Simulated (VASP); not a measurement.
Set up this calculation in VASP 6.6.1, as the native input.

```yaml
Task: relaxation of cell and atoms
Functional: PBEsol
Potentials_or_basis: VASP PAW PBE potentials, release 64 (Ti_sv, C)
Cutoff: 600 eV
k_mesh: 16 × 16 × 16
Occupations: gaussian, width 0.1 eV
Spin: no spin polarisation
Target_pressure: 40 GPa
Dipole_correction: no
Further_INCAR_settings: ALGO = Normal; EDIFF = 1e-06; IBRION = 2; EDIFFG = -0.008; NSW = 70; ISIF = 3
```

The structure of TiC lies in POSCAR:

```
TiC
1.0
    0.0000000000      2.0621434599      2.0621434599
    2.0621434599      0.0000000000      2.0621434599
    2.0621434599      2.0621434599      0.0000000000
Ti C
1 1
Direct
    0.0000000000      0.0000000000      0.0000000000
    0.5000000000      0.5000000000      0.5000000000
```

The input as run:

INCAR

```
ALGO = Normal
EDIFF = 1E-6
EDIFFG = -0.008
ENCUT = 600
GGA = PS
IBRION = 2
ISIF = 3
ISMEAR = 0
LASPH = T
LCHARG = F
LREAL = F
LWAVE = F
NELM = 80
NSW = 70
PREC = Accurate
PSTRESS = 400.0
SIGMA = 0.1
```

KPOINTS

```
k-points
0
Gamma
  16 16 16
```

Potentials or basis: VASP PAW PBE potentials, release 64 (Ti_sv, C).

Command:

```sh
$ cat potpaw_PBE.64/Ti_sv/POTCAR potpaw_PBE.64/C/POTCAR > POTCAR
$ mpirun -np 1 vasp_std > vasp.out
```

Results of the run:

```json
{
  "Relaxed volume": "8.79 Å³/atom",
  "Relaxed cell": "a = 2.918 Å, b = 2.918 Å, c = 2.918 Å, α = 60.00°, β = 60.00°, γ = 60.00°",
  "Space group after relaxing (to 0.05 Å)": "Fm-3m (No. 225)",
  "Energy change on relaxing (the enthalpy is what falls)": "-4.5 meV/atom",
  "Ionic steps": "3",
  "Pressure after relaxing": "40.0 GPa",
  "Band gap on the k mesh": "zero (band 8 reaches 11.79 eV, above the bottom of band 9 at 10.66 eV)"
}
```

Caveat: the cell is relaxed towards a set pressure, so the enthalpy falls and the energy may rise; the PAW data sets were made with another functional, which shifts forces and pressure a little.

Run time: 34 s on 1 thread of Intel(R) Xeon(R) Platinum 8559C (Emerald Rapids) (shared host), peak memory 0.17 GiB.
